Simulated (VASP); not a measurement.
# CsTeO3 (Pm-3m) in VASP: notebook, part 2 of 2

VASP 6.6.1. Earlier steps stand in the parts before.

### 4 Single point, LDA

This run uses another cell than the first one, of 14.68 Å³/atom.

Input file INCAR:

```
  ALGO = Normal
  EDIFF = 1E-7
  ENCUT = 520
  GGA = CA
  ISIF = 2
  ISMEAR = -1
  LASPH = T
  LCHARG = T
  LELF = T
  LREAL = F
  LVHAR = T
  LWAVE = F
  NBANDS = 24
  NELM = 80
  PREC = Accurate
  SIGMA = 0.1
```

Input file KPOINTS:

```
k-points
0
Gamma
  4 4 4
```

Input file POSCAR:

```
CsTeO3
1.0
    4.1869615744      0.0000000000      0.0000000000
    0.0000000000      4.1869615744      0.0000000000
    0.0000000000      0.0000000000      4.1869615744
Cs Te O
1 1 3
Direct
    0.0000000000      0.0000000000      0.0000000000
    0.5000000000      0.5000000000      0.5000000000
    0.5000000000      0.5000000000      0.0000000000
    0.0000000000      0.5000000000      0.5000000000
    0.5000000000      0.0000000000      0.5000000000
```

Potentials or basis: VASP PAW LDA potentials, release 64 (Cs_sv, Te, O).

The run is started by

```bash
> cat potpaw_LDA.64/Cs_sv/POTCAR potpaw_LDA.64/Te/POTCAR potpaw_LDA.64/O/POTCAR > POTCAR
> mpirun -np 1 vasp_std > vasp.out
```

OUTCAR:

```text
EDIFF = 1E-7
   ENCUT = 520
   GGA = CA
   ISIF = 2
   ISMEAR = -1
   LASPH = T
   LREAL = F
   NELM = 80
   PREC = Accurate

 ion  position               nearest neighbor table
   1  0.000  0.000  0.000-
   2  0.500  0.500  0.500-   3 2.09   4 2.09   5 2.09   3 2.09   5 2.09   4 2.09
   3  0.500  0.500  0.000-   2 2.09   2 2.09
   4  0.000  0.500  0.500-   2 2.09   2 2.09
   5  0.500  0.000  0.500-   2 2.09   2 2.09

  LATTYP: Found a simple cubic cell.
 ALAT       =     4.1869615744

  Lattice vectors:

 A1 = (   4.1869615744,   0.0000000000,   0.0000000000)
 A2 = (   0.0000000000,   4.1869615744,   0.0000000000)
 A3 = (   0.0000000000,   0.0000000000,   4.1869615744)

Analysis of symmetry for initial positions (statically):
=====================================================================
 Subroutine PRICEL returns:
 Original cell was already a primitive cell.

 Routine SETGRP: Setting up the symmetry group for a
 simple cubic supercell.

[... 154 lines left out ...]

  energy without entropy =      -27.99722252  energy(sigma->0) =      -28.00809553

 E-fermi :   4.8666     XC(G=0): -11.2080

 val. band max:        4.5216097587   @ k =   0.5000   0.0000   0.0000
 cond. band min:       5.0431613675   @ k =   0.5000   0.2500   0.0000
 fundamental gap:      0.5215516088
 Fermi energy:         4.8665959503

 k-point     1 :       0.0000    0.0000    0.0000
  band No.  band energies     occupation
      1     -15.3700      2.00000
      2     -13.1331      2.00000
      3     -11.8391      2.00000
      4     -11.8391      2.00000
      5      -3.2167      2.00000
      6      -3.2167      2.00000
[... 259 lines left out ...]
     23      14.0838      0.00000
     24      16.5968      0.00000

------------------------ aborting loop because EDIFF is reached ----------------------------------------

  FORCE on cell =-STRESS in cart. coord.  units (eV):
  Direction    XX          YY          ZZ          XY          YZ          ZX
  --------------------------------------------------------------------------------------
  -------------------------------------------------------------------------------------
  Total       -1.1841939     -1.1841939     -1.1841939      0.0000000     -0.0000000     -0.0000000
  in kB      -25.8485677    -25.8485677    -25.8485677      0.0000000     -0.0000000     -0.0000000
  external PRESSURE =     -25.8485677 kB  Pullay stress =       0.0000000 kB

 VOLUME and BASIS-vectors are now :
 -----------------------------------------------------------------------------
  energy-cutoff  :      520.00
  volume of cell :       73.40
      direct lattice vectors                 reciprocal lattice vectors
     4.186961574  0.000000000  0.000000000     0.238836680  0.000000000  0.000000000
     0.000000000  4.186961574  0.000000000     0.000000000  0.238836680  0.000000000
     0.000000000  0.000000000  4.186961574     0.000000000  0.000000000  0.238836680

 POSITION                                       TOTAL-FORCE (eV/Angst)
 -----------------------------------------------------------------------------------
      0.00000      0.00000      0.00000         0.000000      0.000000      0.000000
      2.09348      2.09348      2.09348         0.000000      0.000000      0.000000
      2.09348      2.09348      0.00000         0.000000      0.000000      0.000000
      0.00000      2.09348      2.09348         0.000000      0.000000      0.000000
      2.09348      0.00000      2.09348         0.000000      0.000000      0.000000
 -----------------------------------------------------------------------------------
    total drift:                                0.000000     -0.000000     -0.000000

  FREE ENERGIE OF THE ION-ELECTRON SYSTEM (eV)
  ---------------------------------------------------
  free  energy   TOTEN  =       -28.0189685368 eV

  energy  without entropy=      -27.9972225219  energy(sigma->0) =      -28.00809553
```

OSZICAR:

```text
N       E                     dE             d eps       ncg     rms          rms(c)
DAV:   1     0.188000653640E+03    0.18800E+03   -0.16838E+04   480   0.128E+03
DAV:   2    -0.221193700744E+02   -0.21012E+03   -0.20007E+03   680   0.257E+02
DAV:   3    -0.333600484521E+02   -0.11241E+02   -0.11159E+02   608   0.621E+01
DAV:   4    -0.334474252970E+02   -0.87377E-01   -0.87352E-01   520   0.637E+00
DAV:   5    -0.334484566251E+02   -0.10313E-02   -0.10311E-02   592   0.656E-01    0.225E+01
DAV:   6    -0.282719090249E+02    0.51765E+01   -0.16898E+01   512   0.301E+01    0.103E+01
DAV:   7    -0.281227707771E+02    0.14914E+00   -0.17334E+00   544   0.809E+00    0.134E+01
DAV:   8    -0.281029144428E+02    0.19856E-01   -0.37691E-02   592   0.120E+00    0.128E+01
DAV:   9    -0.280598916716E+02    0.43023E-01   -0.12812E-01   568   0.227E+00    0.165E+00
DAV:  10    -0.280186994805E+02    0.41192E-01   -0.11197E-01   568   0.237E+00    0.366E-01
DAV:  11    -0.280190851424E+02   -0.38566E-03   -0.11452E-02   528   0.652E-01    0.424E-01
DAV:  12    -0.280189979324E+02    0.87210E-04   -0.51898E-04   616   0.151E-01    0.299E-01
DAV:  13    -0.280190497503E+02   -0.51818E-04   -0.35058E-04   488   0.121E-01    0.158E-01
DAV:  14    -0.280189714999E+02    0.78250E-04   -0.18938E-04   568   0.939E-02    0.523E-02
DAV:  15    -0.280189690547E+02    0.24452E-05   -0.15757E-05   608   0.246E-02    0.190E-02
DAV:  16    -0.280189686087E+02    0.44601E-06   -0.92559E-07   552   0.566E-03    0.627E-03
DAV:  17    -0.280189685368E+02    0.71880E-07   -0.16180E-07   416   0.283E-03
   1 F= -.28018969E+02 E0= -.28008096E+02  d E =-.217460E-01
```

stdout:

```text
POSCAR found type information on POSCAR CsTeO
 POSCAR found :  3 types and       5 ions
 scaLAPACK will be used
 LDA part: xc-table for (Slater(with rela. corr.)+CA(PZ))
 , standard interpolation
 POSCAR, INCAR and KPOINTS ok, starting setup
 FFT: planning ... GRIDC
 FFT: planning ... GRID_SOFT
 FFT: planning ... GRID
 WAVECAR not read
 entering main loop
```

It took 11 s on 1 thread of AMD EPYC 9R45 (Zen 5), shared host; peak memory 0.13 GiB.

Results:

- Free energy: -28.0190 eV
- Pressure: -2.6 GPa
- Band gap on the k mesh: zero (an odd number of electrons rules out a gap without spin polarisation)

Levels at points of the mesh, in eV from the Fermi level:
```csv
k point,band 14,band 15,band 16,band 17,band 18,band 19
"(0.00, 0.00, 0.00)",-1.98,-1.13,-1.13,-1.13,5.97,5.97
"(0.50, 0.00, 0.00)",-2.16,-1.65,-1.65,-0.34,4.15,7.07
"(0.50, 0.50, 0.00)",-1.64,-1.64,-1.05,1.67,3.07,3.07
"(0.50, 0.50, 0.50)",-1.01,-1.01,-1.01,1.63,1.63,1.63
```

Caveat: the k points lie up to 0.38 Å⁻¹ apart, too coarse for converged energies and pressures of a metal; spin-orbit coupling is left out, which moves the levels of the heavy elements; an odd number of electrons without spin polarisation forces a metal; a magnetic or distorted state may lie lower.

### 5 Relaxation of cell and atoms, LDA

This run uses another cell than the first one, of 20.76 Å³/atom.

Input file INCAR:

```
PREC = Accurate
ENCUT = 600
EDIFF = 1E-6
ISMEAR = -1
SIGMA = 0.1
LREAL = F
LASPH = T
NELM = 100
ALGO = Normal
ISIF = 3
LWAVE = F
LCHARG = F
IBRION = 2
NSW = 80
EDIFFG = -0.01
```

Input file KPOINTS:

```
regular mesh
0
Gamma
  4 4 4
```

POSCAR: that of step 4 with these lines changed.

```diff
@@ -2,5 +2,5 @@
 1.0
-    4.1869615744      0.0000000000      0.0000000000
-    0.0000000000      4.1869615744      0.0000000000
-    0.0000000000      0.0000000000      4.1869615744
+    4.7000000000      0.0000000000      0.0000000000
+    0.0000000000      4.7000000000      0.0000000000
+    0.0000000000      0.0000000000      4.7000000000
 Cs Te O
```

The run is started by

```bash
> cat potpaw_LDA.64/Cs_sv/POTCAR potpaw_LDA.64/Te/POTCAR potpaw_LDA.64/O/POTCAR > POTCAR
> mpirun -np 1 vasp_std > vasp.out
```

Run time: 37 s. Hardware: 1 thread of AMD EPYC 9R45 (Zen 5), shared host; peak memory 0.18 GiB.

The run converged. Its results:

- Free energy: -28.0843 eV
- Relaxed volume: 14.40 Å³/atom
- Relaxed cell: a = 4.160 Å, b = 4.160 Å, c = 4.160 Å, α = 90.00°, β = 90.00°, γ = 90.00°
- Space group after relaxing (to 0.1 Å): Pm-3m (No. 221)
- Energy gained by relaxing: 557.8 meV/atom
- Ionic steps: 2
- Pressure after relaxing: -0.1 GPa
- Band gap on the k mesh: zero (an odd number of electrons rules out a gap without spin polarisation)

Step by step:
| step | energy change (eV) | largest force (eV/Å) | pressure (GPa) | volume (Å³) |
| --- | --- | --- | --- | --- |
| 1 | 0.0000 | 0.0000 | -18.36 | 103.82 |
| 2 | -2.7892 | 0.0000 | -0.08 | 72.01 |

Final structure:
```yaml
crystal:
  lattice:
    - [4.16039, 0.00000, 0.00000]
    - [0.00000, 4.16039, 0.00000]
    - [0.00000, 0.00000, 4.16039]
  atoms:
    - { symbol: Cs, position: [0.00000, 0.00000, 0.00000] }
    - { symbol: Te, position: [0.50000, 0.50000, 0.50000] }
    - { symbol: O, position: [0.50000, 0.50000, 0.00000] }
    - { symbol: O, position: [0.00000, 0.50000, 0.50000] }
    - { symbol: O, position: [0.50000, 0.00000, 0.50000] }
```

Levels at points of the mesh, in eV from the Fermi level:
```csv
k point,band 12,band 13,band 14,band 15,band 16,band 17,band 18,band 19,band 20
"(0.00, 0.00, 0.00)",-2.16,-2.16,-2.16,-1.25,-1.25,-1.25,5.83,5.83,7.70
"(0.50, 0.00, 0.00)",-2.64,-2.35,-2.35,-1.78,-1.78,-0.36,4.22,7.09,7.09
"(0.50, 0.50, 0.00)",-2.82,-2.82,-1.75,-1.75,-1.20,1.71,3.10,3.10,6.37
"(0.50, 0.50, 0.50)",-1.52,-1.52,-1.16,-1.16,-1.16,1.63,1.63,1.63,3.60
```

Caveat: the volume moved by over 15 % at a fixed basis, so the end points are rough; spin-orbit coupling is left out, which moves the levels of the heavy elements; an odd number of electrons without spin polarisation forces a metal; a magnetic or distorted state may lie lower.

### 6 Overview

| task | cell | cutoff (eV) | gap on the mesh (eV) | pressure (GPa) |
| --- | --- | --- | --- | --- |
| single point | a = 4.159 Å, 5 atoms | 520 | none | 0.1 |
| single point | a = 4.131 Å, 5 atoms | 520 | none | 3.2 |
| single point | a = 4.187 Å, 5 atoms | 520 | none | -2.6 |
| relaxation of cell and atoms | relaxed from a = 4.700 Å, 5 atoms | 600 | none | -0.1 |

Alike in all rows: level LDA; potentials or basis VASP PAW LDA potentials, release 64 (Cs_sv, Te, O); no spin polarisation; k mesh 4 × 4 × 4; smearing fermi-dirac 0.1 eV.

Caveats: some runs use coarse meshes; spin-orbit coupling is left out, which moves the levels of the heavy elements; an odd number of electrons without spin polarisation forces a metal; a magnetic or distorted state may lie lower; the volume moved by over 15 % at a fixed basis, so the end points are rough (at least some runs).

Absolute energies hang on the potentials; compare differences alone.
